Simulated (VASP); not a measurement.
Wanted: the native input for a VASP 6.6.1 run.

- Task: single point
- Functional: PBE
- Potentials or basis: VASP PAW PBE potentials, release 64 (Si, Pd, W_sv)
- Cutoff: 500 eV
- k mesh: 3 × 3 × 4
- Occupations: gaussian, width 0.2 eV
- Spin: no spin polarisation
- Dipole correction: no
- Further INCAR settings: ALGO = Normal; EDIFF = 1e-06; NBANDS = 39

The structure of Si5PdW2 lies in POSCAR:

```
Si5PdW2
1.0
    8.1104590004     -0.0000000039      0.0000000000
   -4.0552294968      7.0238635326      0.0000000000
    0.0000000000      0.0000000000      4.7167392592
Si Pd W
5 1 2
Direct
    0.3333333333      0.6666666667      0.0000000000
    0.6666666667      0.3333333333      0.0000000000
    0.5000000000      0.0000000000      0.5000000000
    0.0000000000      0.5000000000      0.5000000000
    0.5000000000      0.5000000000      0.5000000000
    0.0000000000      0.0000000000      0.5000000000
    0.3333333333      0.6666666667      0.5000000000
    0.6666666667      0.3333333333      0.5000000000
```

The cell was generated, and may not be a known phase.

The input as run:

INCAR

```
  PREC = Accurate
  ENCUT = 500
  EDIFF = 1E-6
  ISMEAR = 0
  SIGMA = 0.2
  LREAL = F
  LASPH = T
  NELM = 120
  ALGO = Normal
  ISIF = 2
  LWAVE = F
  LCHARG = F
  GGA = PE
  NBANDS = 39
  GGA_COMPAT = F
```

KPOINTS

```
Automatic mesh
0
Gamma
  3 3 4
```

Potentials or basis: VASP PAW PBE potentials, release 64 (Si, Pd, W_sv).

The run is started by

```bash
$ cat potpaw_PBE.64/Si/POTCAR potpaw_PBE.64/Pd/POTCAR potpaw_PBE.64/W_sv/POTCAR > POTCAR
$ mpirun -np 1 vasp_std > vasp.out
```

Results of the run:

| Item | Value |
| --- | --- |
| Pressure | -0.3 GPa |
| Band gap on the k mesh | zero (bands 29 and 30 overlap by 0.32 eV) |

Caveat: spin-orbit coupling is left out, which moves the levels of the heavy elements.

It took 80 s on 1 thread of Intel(R) Xeon(R) 6975P-C (Granite Rapids), with other jobs on the host, peak memory 0.37 GiB.
